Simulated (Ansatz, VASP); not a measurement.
One calculation of Ti, two programs

```
Ti
1.0
    -1.56652    1.59113    1.59113
     1.56652   -1.59113    1.59113
     1.56652    1.59113   -1.59113
Ti
1
Direct
  0.00000 0.00000 0.00000
```

Alike in both runs: task single point; functional PBEsol; k mesh 16 × 16 × 16; occupations gaussian, width 0.1 eV; no spin polarisation.

|  | VASP | Ansatz |
| --- | --- | --- |
| version | VASP 6.6.1 | Ansatz 0.2.0 |
| potentials or method | VASP PAW PBE potentials, release 64 (Ti_sv), cutoff 500 eV | scalar-relativistic, plane waves, PAW |
| valence electrons in the cell | 12 | 12 |

VASP gave:

```
gap on the k mesh at the Fermi level (eV)                     : none
pressure (GPa)                                                : 4.6
traceless stress, the component that is largest in VASP (GPa) : 0.07
```

Task: What did Ansatz give for the same quantities?

Result: gap on the k mesh at the Fermi level (eV): none; pressure (GPa): 5.0; traceless stress, the component that is largest in VASP (GPa): 0.08.

VASP's potentials were made for PBE, not for PBEsol. A gap of «none» marks a metal or a gap that the smearing closes.
